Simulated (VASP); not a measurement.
# Be in VASP: a series of runs, part 2 of 2

VASP 6.6.1.

## (3) Single point, PBE

This run uses another cell than the first one: it holds 6 atoms, not 3.

INCAR

```
SYSTEM = Be
  PREC = Accurate
  ENCUT = 520
  EDIFF = 1E-6
  ISMEAR = 0
  SIGMA = 0.1
  LREAL = .False.
  LASPH = .True.
  NELM = 100
  ALGO = Normal
  ISIF = 2
  LWAVE = .False.
  LCHARG = .False.
  GGA = PE
  NBANDS = 15
```

KPOINTS

```
Automatic mesh
0
Gamma
  6 4 4
  0 0 0
```

POSCAR

```
Be
1.0
    2.2659573934      0.0000000000      0.0000000000
    0.0000000000      6.1940786679      0.0000000000
    0.0000000000      0.0000000000      3.6204653339
Be
6
Direct
    0.0000000000      0.8035126099      0.2499890910
    0.0000000000      0.1964873901      0.2499890910
    0.5000000000      0.3035126099      0.7500109090
    0.5000000000      0.6964873901      0.7500109090
    0.0000000000      0.0000000000      0.7499699565
    0.5000000000      0.5000000000      0.2500300435
```

Potentials or basis: VASP PAW PBE potentials, release 64 (Be).

On the command line:

```
$ cat potpaw_PBE.64/Be/POTCAR > POTCAR
$ mpirun -np 1 vasp_std > vasp.out
```

OUTCAR:

```text
SYSTEM = Be
   PREC = Accurate
   ENCUT = 520
   EDIFF = 1E-6
   ISMEAR = 0
   LREAL = .False.
   LASPH = .True.
   NELM = 100
   ISIF = 2
   GGA = PE

 ion  position               nearest neighbor table
   1  0.000  0.804  0.250-   5 2.18   5 2.18   6 2.19   6 2.19   4 2.24   4 2.24   4 2.24   4 2.24

   2  0.000  0.196  0.250-   5 2.18   5 2.18   6 2.19   6 2.19   3 2.24   3 2.24   3 2.24   3 2.24

   3  0.500  0.304  0.750-   6 2.18   6 2.18   5 2.19   5 2.19   2 2.24   2 2.24   2 2.24   2 2.24

   4  0.500  0.696  0.750-   6 2.18   6 2.18   5 2.19   5 2.19   1 2.24   1 2.24   1 2.24   1 2.24

   5  0.000  0.000  0.750-   1 2.18   2 2.18   1 2.18   2 2.18   3 2.19   4 2.19   3 2.19   4 2.19

   6  0.500  0.500  0.250-   3 2.18   4 2.18   3 2.18   4 2.18   1 2.19   2 2.19   1 2.19   2 2.19

  LATTYP: Found a simple orthorhombic cell.
 ALAT       =     2.2659573934
 B/A-ratio  =     1.5977640817
 C/A-ratio  =     2.7335371291

  Lattice vectors:

 A1 = (  -2.2659573934,   0.0000000000,   0.0000000000)
 A2 = (   0.0000000000,   0.0000000000,   3.6204653339)
 A3 = (   0.0000000000,   6.1940786679,   0.0000000000)

Analysis of symmetry for initial positions (statically):
=====================================================================
 Subroutine PRICEL returns:
 Original cell was already a primitive cell.

 Routine SETGRP: Setting up the symmetry group for a
 simple orthorhombic supercell.

 Subroutine GETGRP returns: Found  8 space group operations
 (whereof  4 operations were pure point group operations)
 out of a pool of  8 trial point group operations.

The static configuration has the point symmetry C_2v.
 The point group associated with its full space group is D_2h.

Analysis of symmetry for dynamics (positions and initial velocities):
=====================================================================
 Subroutine PRICEL returns:
 Original cell was already a primitive cell.

 Routine SETGRP: Setting up the symmetry group for a
 simple orthorhombic supercell.

 Subroutine GETGRP returns: Found  8 space group operations
 (whereof  4 operations were pure point group operations)
 out of a pool of  8 trial point group operations.

The dynamic configuration has the point symmetry C_2v.
 The point group associated with its full space group is D_2h.

 Subroutine INISYM returns: Found  8 space group operations
 (whereof  4 operations are pure point group operations),
 and found     1 'primitive' translations

----------------------------------------------------------------------------------------

                                     Primitive cell

  volume of cell :      50.8151

  direct lattice vectors                    reciprocal lattice vectors
     2.265957393  0.000000000  0.000000000     0.441314564  0.000000000  0.000000000
     0.000000000  6.194078668  0.000000000     0.000000000  0.161444511  0.000000000
     0.000000000  0.000000000  3.620465334     0.000000000  0.000000000  0.276207589

  length of vectors
     2.265957393  6.194078668  3.620465334     0.441314564  0.161444511  0.276207589

  position of ions in fractional coordinates (direct lattice)
     0.000000000  0.803512610  0.249989091
     0.000000000  0.196487390  0.249989091
     0.500000000  0.303512610  0.750010909
     0.500000000  0.696487390  0.750010909
[... 72 lines left out ...]
   NGXF,Y,Z  is equivalent  to a cutoff of  26.41, 25.77, 25.71 a.u.
 SYSTEM =  Be
   PREC   = accura    normal or accurate (medium, high low for compatibility)
   ISTART =      0    job   : 0-new  1-cont  2-samecut
   ICHARG =      2    charge: 1-file 2-atom 10-const
   ISPIN  =      1    spin polarized calculation?
   LNONCOLLINEAR =      F non collinear calculations
   LSORBIT =      F    spin-orbit coupling
   LASPH  =      T    aspherical Exc in radial PAW
   ENCUT  =  520.0 eV  38.22 Ry    6.18 a.u.   4.21 11.52  6.73*2*pi/ulx,y,z
   NELM   =    100;   NELMIN=  2; NELMDL= -5     # of ELM steps
   EDIFF  = 0.1E-05   stopping-criterion for ELM
   LREAL  =      F    real-space projection
   EDIFFG = 0.1E-04   stopping-criterion for IOM
   NSW    =      0    number of steps for IOM
   IBRION =     -1    ionic relax: 0-MD 1-quasi-New 2-CG
   NFREE  =      0    steps in history (QN), initial steepest desc. (CG)
   ISIF   =      2    stress and relaxation
   ISYM   =      2    0-nonsym 1-usesym 2-fastsym
   POTIM  = 0.5000    time-step for ionic-motion
   TEBEG  =    0.0;   TEEND  =   0.0 temperature during run
   PSTRESS=    0.0 pullay stress
   NELECT =      12.0000    total number of electrons
   NUPDOWN=      -1.0000    fix difference up-down
   EMIN   =  10.00;   EMAX   =-10.00  energy-range for DOS
   EFERMI =   0.00;   METHOD = LEGACY
   ISMEAR =     0;   SIGMA  =   0.10  broadening in eV -4-tet -1-fermi 0-gaus
   EFERMI_NEDOS =   21; number of points for ismear=-14 and -15
   IALGO  =     38    algorithm
   IMIX   =      4    mixing-type and parameters
     AMIX     =   0.40;   BMIX     =  1.00
     AMIX_MAG =   1.60;   BMIX_MAG =  1.00
  volume/ion in A,a.u.               =       8.47        57.15
  Fermi-wavevector in a.u.,A,eV,Ry     =   1.011900  1.912214 13.931574  1.023942
  Thomas-Fermi vector in A             =   2.144977
   LORBIT       =      0    0 simple, 1 ext, 2 COOP (PROOUT), +10 PAW based schemes
   GGA     = PE    functional components
   LHFCALC =     F    Hartree Fock is set to
   AEXX    =    0.0000 exact exchange contribution
   IVDW    =     0    specifies the selected vdW correction
   LEPSILON=     F    determine dielectric tensor
   LRPA    =     F    only Hartree local field effects (RPA)
 non-spin polarized calculation
 Gauss-broadening in eV      SIGMA  =   0.10
  energy-cutoff  :      520.00
  volume of cell :       50.82
 maximum number of plane-waves:      1392
 NGX is ok and might be reduce to    18

 number of electron      12.0000000 magnetization

 Free energy of the ion-electron system (eV)
  ---------------------------------------------------
  ext. energy  EPLUGINS =         0.00000000
  ---------------------------------------------------
  free energy    TOTEN  =       -21.28981452 eV

  energy without entropy =      -21.28081987  energy(sigma->0) =      -21.28531720

 E-fermi :   6.1346     XC(G=0): -10.3516

 val. band max:        6.1114390276   @ k =   0.3333   0.5000   0.0000
 cond. band min:       6.2243236912   @ k =   0.5000   0.0000   0.2500
 fundamental gap:      0.1128846637
 Fermi energy:         6.1346449240

 k-point     1 :       0.0000    0.0000    0.0000
  band No.  band energies     occupation
      1      -4.5219      2.00000
      2      -1.8443      2.00000
      3      -1.3604      2.00000
      4       2.2177      2.00000
      5       5.1840      2.00000
      6       5.1979      2.00000
      7       6.9877      0.00000
      8       7.4870      0.00000
      9       7.5925      0.00000
     10      12.0830      0.00000
     11      12.4140      0.00000
     12      16.2793      0.00000
     13      16.3509      0.00000
     14      16.4099      0.00000
[... 401 lines left out ...]
      2       1.5017      2.00000
      3       2.8407      2.00000
      4       2.8407      2.00000
      5       5.5693      2.00000
      6       5.5693      2.00000
      7       6.4213      0.00005
      8       6.4213      0.00005
      9       9.2031      0.00000
     10       9.2031      0.00000
     11      11.2014      0.00000
     12      11.2014      0.00000
     13      13.8436      0.00000
     14      13.8438      0.00000
     15      13.9547      0.00000

 [... further k-points ...]

------------------------ aborting loop because EDIFF is reached ----------------------------------------

  FORCE on cell =-STRESS in cart. coord.  units (eV):
  Direction    XX          YY          ZZ          XY          YZ          ZX
  --------------------------------------------------------------------------------------
  -------------------------------------------------------------------------------------
  Total        0.0621701      0.0512071      0.0660147      0.0000000      0.0000000      0.0000000
  in kB        1.9601937      1.6145355      2.0814131      0.0000000      0.0000000      0.0000000
  external PRESSURE =       1.8853808 kB  Pullay stress =       0.0000000 kB

 VOLUME and BASIS-vectors are now :
 -----------------------------------------------------------------------------
  energy-cutoff  :      520.00
  volume of cell :       50.82
      direct lattice vectors                 reciprocal lattice vectors
     2.265957393  0.000000000  0.000000000     0.441314564  0.000000000  0.000000000
     0.000000000  6.194078668  0.000000000     0.000000000  0.161444511  0.000000000
     0.000000000  0.000000000  3.620465334     0.000000000  0.000000000  0.276207589

 POSITION                                       TOTAL-FORCE (eV/Angst)
 -----------------------------------------------------------------------------------
      0.00000      4.97702      0.90508         0.000000      0.009907      0.000180
      0.00000      1.21706      0.90508        -0.000000     -0.009907      0.000180
      1.13298      1.87998      2.71539        -0.000000      0.009907     -0.000180
      1.13298      4.31410      2.71539        -0.000000     -0.009907     -0.000180
      0.00000      0.00000      2.71524        -0.000000      0.000000      0.000674
      1.13298      3.09704      0.90523        -0.000000      0.000000     -0.000674
 -----------------------------------------------------------------------------------
    total drift:                                0.000000     -0.000000      0.000000

  FREE ENERGIE OF THE ION-ELECTRON SYSTEM (eV)
  ---------------------------------------------------
  free  energy   TOTEN  =       -21.2898145246 eV

  energy  without entropy=      -21.2808198691  energy(sigma->0) =      -21.28531720
```

stdout:

```text
POSCAR found type information on POSCAR Be
 POSCAR found :  1 types and       6 ions
 scaLAPACK will be used
 LDA part: xc-table for (Slater+PW92), standard interpolation
 POSCAR, INCAR and KPOINTS ok, starting setup
 FFT: planning ... GRIDC
 FFT: planning ... GRID_SOFT
 FFT: planning ... GRID
 WAVECAR not read
 entering main loop
```

It took 22 s on 1 thread of Intel Xeon Platinum 8488C (Sapphire Rapids), shared host; peak memory 0.16 GiB.

What came out:

```
Free energy            : -21.2898 eV
Pressure               : 0.2 GPa
Largest force          : 0.010 eV/Å
Band gap on the k mesh : zero (bands 6 and 7 overlap by 1.60 eV)
```

Forces in eV/Å, atoms in the order of the input:
```
Be   0.000  0.010  0.000
Be   0.000 -0.010  0.000
Be   0.000  0.010  0.000
Be   0.000 -0.010  0.000
Be   0.000  0.000  0.001
Be   0.000  0.000 -0.001
```

Caveat: the k points lie up to 0.46 Å⁻¹ apart, too coarse for converged energies and pressures of a metal.

## (4) Relaxation of cell and atoms, PBE

This run uses another cell than the first one, of 8.47 Å³/atom.

INCAR

```
SYSTEM = Be
  ALGO = Normal
  EDIFF = 1E-7
  EDIFFG = -0.04
  ENCUT = 600
  GGA = PE
  IBRION = 2
  ISIF = 3
  ISMEAR = 0
  LASPH = .TRUE.
  LCHARG = .FALSE.
  LREAL = .FALSE.
  LWAVE = .FALSE.
  NELM = 80
  NSW = 90
  PREC = Accurate
  SIGMA = 0.1
```

KPOINTS

```
k-points
0
G
  8 8 8
  0 0 0
```

POSCAR

```
Be
1.0
   -1.1329786967      1.8102326670      3.0970393339
    1.1329786967     -1.8102326670      3.0970393339
    1.1329786967      1.8102326670     -3.0970393339
Be
3
Direct
    0.1964873901      0.1964873901      0.0000000000
    0.8035126099      0.8035126099      0.0000000000
    0.5000000000      0.0000000000      0.5000000000
```

Potentials or basis: VASP PAW PBE potentials, release 64 (Be).

On the command line:

```
$ cat potpaw_PBE.64/Be/POTCAR > POTCAR
$ mpirun -np 1 vasp_std > vasp.out
```

OUTCAR:

```text
SYSTEM = Be
   EDIFF = 1E-7
   EDIFFG = -0.04
   ENCUT = 600
   GGA = PE
   IBRION = 2
   ISIF = 3
   ISMEAR = 0
   LASPH = .TRUE.
   LREAL = .FALSE.
   NELM = 80
   NSW = 90
   PREC = Accurate

 ion  position               nearest neighbor table
   1  0.196  0.196  0.000-   3 2.18   3 2.18   3 2.19   3 2.19   2 2.24   2 2.24   2 2.24   2 2.24

   2  0.804  0.804  0.000-   3 2.18   3 2.18   3 2.19   3 2.19   1 2.24   1 2.24   1 2.24   1 2.24

   3  0.500  0.000  0.500-   1 2.18   2 2.18   1 2.18   2 2.18   1 2.19   2 2.19   1 2.19   2 2.19

  LATTYP: Found a body centered orthorhombic cell.
 ALAT       =     2.2659573934
 B/A-ratio  =     1.5977640818
 C/A-ratio  =     2.7335371291

  Lattice vectors:

 A1 = (  -1.1329786967,   1.8102326670,   3.0970393339)
[... 378 lines left out ...]
 cond. band min:       5.5707542771   @ k =  -0.1250   0.2500   0.1250
 fundamental gap:      0.0555353973
 Fermi energy:         5.5467926298

 k-point     1 :       0.0000    0.0000    0.0000
  band No.  band energies     occupation
      1      -4.5515      2.00000
      2       5.2885      1.99974
      3       5.3404      1.99648
      4       7.0904      0.00000
      5       7.5942      0.00000
      6      12.2796      0.00000
      7      12.5679      0.00000
[... 221 lines left out ...]
 k-point    24 :       0.2500    0.3750    0.0000
  band No.  band energies     occupation
      1       0.0153      2.00000
      2       3.3862      2.00000
      3       4.2228      2.00000
      4       5.2858      1.99978
      5      10.4908      0.00000
      6      13.2365      0.00000
      7      13.3400      0.00000

 [... further k-points ...]

------------------------ aborting loop because EDIFF is reached ----------------------------------------

  FORCE on cell =-STRESS in cart. coord.  units (eV):
  Direction    XX          YY          ZZ          XY          YZ          ZX
  --------------------------------------------------------------------------------------
  -------------------------------------------------------------------------------------
  Total        0.0202414      0.0083544     -0.0045997      0.0000000      0.0000000      0.0000000
  in kB        1.2606866      0.5203343     -0.2864794      0.0000000      0.0000000      0.0000000
  external PRESSURE =       0.4981805 kB  Pullay stress =       0.0000000 kB
[... 18 lines left out ...]
  FREE ENERGIE OF THE ION-ELECTRON SYSTEM (eV)
  ---------------------------------------------------
  free  energy   TOTEN  =       -10.7191881352 eV

  energy  without entropy=      -10.7154354089  energy(sigma->0) =      -10.71731177

 reached required accuracy - stopping structural energy minimisation
```

OSZICAR:

```text
N       E                     dE             d eps       ncg     rms          rms(c)
DAV:   1     0.216600917992E+00    0.21660E+00   -0.28590E+03  1330   0.799E+02
DAV:   2    -0.107840411636E+02   -0.11001E+02   -0.10607E+02  2009   0.966E+01
DAV:   3    -0.108806827916E+02   -0.96642E-01   -0.96469E-01  1827   0.878E+00
DAV:   4    -0.108809059336E+02   -0.22314E-03   -0.22313E-03  2037   0.387E-01
[... 38 lines left out ...]
DAV:   1    -0.107192055133E+02   -0.37006E-03   -0.22682E-03  1673   0.503E-01    0.167E-02
DAV:   2    -0.107191950940E+02    0.10419E-04   -0.26372E-05  2051   0.416E-02    0.961E-03
DAV:   3    -0.107191892379E+02    0.58560E-05   -0.77671E-06  1932   0.194E-02    0.261E-03
DAV:   4    -0.107191881501E+02    0.10878E-05   -0.37185E-07  1575   0.642E-03    0.199E-04
DAV:   5    -0.107191881352E+02    0.14927E-07   -0.40692E-09   819   0.548E-04
   6 F= -.10719188E+02 E0= -.10717312E+02  d E =-.352690E-03
```

Wall time 72 s (1 thread of Intel Xeon Platinum 8488C (Sapphire Rapids), shared host); peak memory 0.16 GiB.

What came out:

| Property | Result |
| --- | --- |
| Free energy | -10.7192 eV |
| Relaxed volume | 8.57 Å³/atom |
| Relaxed cell | a = 3.755 Å, b = 3.755 Å, c = 3.755 Å, α = 143.95°, β = 122.97°, γ = 69.34° |
| Space group after relaxing (to 0.1 Å) | Immm (No. 71) |
| Energy gained by relaxing | 4.9 meV/atom |
| Ionic steps | 6 |
| Pressure after relaxing | 0.0 GPa |
| Largest force after relaxing | 0.015 eV/Å |
| Band gap on the k mesh | zero (bands 3 and 4 overlap by 2.15 eV) |

Forces in eV/Å, atoms in the order of the input:
```
Be   0.000  0.000  0.015
Be   0.000  0.000 -0.015
Be   0.000  0.000  0.000
```

Step by step:
| step | energy change (eV) | largest force (eV/Å) | pressure (GPa) | volume (Å³) |
| --- | --- | --- | --- | --- |
| 1 | 0.0000 | 0.0230 | 0.65 | 25.41 |
| 2 | -0.0128 | 0.0171 | 0.60 | 25.53 |
| 3 | -0.0142 | 0.0237 | 0.63 | 25.62 |
| 4 | -0.0145 | 0.0241 | 0.62 | 25.59 |
| 5 | -0.0145 | 0.0241 | 0.61 | 25.59 |
| 6 | -0.0148 | 0.0155 | 0.05 | 25.72 |

Final structure:
```
CELL_PARAMETERS angstrom
-1.16176 1.79250 3.08822
1.16176 -1.79250 3.08822
1.16176 1.79250 -3.08822
ATOMIC_POSITIONS crystal
Be 0.19642 0.19642 0.00000
Be 0.80358 0.80358 0.00000
Be 0.50000 0.00000 0.50000
```

Caveat: the k points lie up to 0.36 Å⁻¹ apart in the final cell, too coarse for converged energies and pressures of a metal.

## (5) Single point, PBE

This run uses another cell than the first one, of 8.53 Å³/atom.

INCAR

```
ALGO = Fast
EDIFF = 1E-6
ENCUT = 520
GGA = PE
ISIF = 2
ISMEAR = 0
LASPH = True
LCHARG = False
LREAL = False
LWAVE = False
NBANDS = 10
NELM = 100
PREC = Accurate
SIGMA = 0.1
```

KPOINTS

```
k-points
0
Gamma
  24 24 24
```

POSCAR

```
Be
1.0
   -1.1530264365      1.7998624737      3.0819387025
    1.1530264365     -1.7998624737      3.0819387025
    1.1530264365      1.7998624737     -3.0819387025
Be
3
Direct
    0.1948309789      0.1948309789      0.0000000000
    0.8051690211      0.8051690211      0.0000000000
    0.5000000000      0.0000000000      0.5000000000
```

On the command line:

```
$ cat potpaw_PBE.64/Be/POTCAR > POTCAR
$ mpirun -np 1 vasp_std > vasp.out
```

Wall time 6.2 min (1 thread of Intel Xeon Platinum 8488C (Sapphire Rapids), shared host); peak memory 0.5 GiB.

Results (log left out):

```yaml
Free_energy: -10.7280 eV
Pressure: 0.1 GPa
Largest_force: 0.005 eV/Å
Band_gap_on_the_k_mesh: zero (bands 3 and 4 overlap by 3.16 eV)
```

Forces in eV/Å, atoms in the order of the input:
```
Be   0.000  0.000 -0.005
Be   0.000  0.000  0.005
Be   0.000  0.000  0.000
```

Stress tensor (GPa, compression positive):
```
0.06 0.00 0.00
0.00 0.18 0.00
0.00 0.00 0.16
```

Levels at points of the mesh, in eV from the Fermi level:
```tsv
k point	band 1	band 2	band 3	band 4	band 5	band 6
(0.00, 0.00, 0.00)	-10.31	-0.43	-0.43	1.25	1.74	6.52
(0.50, 0.00, 0.00)	-7.54	-7.34	-3.12	1.70	11.35	11.49
(0.00, 0.50, 0.00)	-4.95	-3.40	1.27	1.51	2.64	5.45
(0.50, 0.50, 0.00)	-3.46	-2.24	-2.18	-0.37	3.34	3.56
(0.50, 0.50, 0.50)	-7.59	-7.12	-3.48	1.95	9.70	10.82
```

## (6) The runs side by side

| task | cell | k mesh | cutoff (eV) | gap on the mesh (eV) | pressure (GPa) | largest force (eV/Å) |
| --- | --- | --- | --- | --- | --- | --- |
| single point | a = 3.755 Å, angles 144.0, 123.0, 69.3°, 3 atoms, atomic positions A | 8 × 8 × 8 | 520 | none | 0.2 | 0.01 |
| single point | a = 2.266, b = 6.194, c = 3.620 Å, 6 atoms, atomic positions B | 6 × 4 × 4 | 520 | none | 0.2 | 0.01 |
| relaxation of cell and atoms | relaxed from a = 3.762 Å, angles 144.9, 122.5, 69.2°, 3 atoms, atomic positions C | 8 × 8 × 8 | 600 | none | 0.0 | 0.02 |
| single point | a = 3.751 Å, angles 144.2, 122.6, 69.5°, 3 atoms, atomic positions D | 24 × 24 × 24 | 520 | none | 0.1 | 0.01 |

Alike in all rows: level PBE; potentials or basis VASP PAW PBE potentials, release 64 (Be); no spin polarisation; smearing gaussian 0.1 eV.

Caveats: some runs use coarse meshes.

Absolute energies hang on the potentials; compare differences alone.

The gap in the log of VASP goes by the Fermi energy; the results here count the filled bands.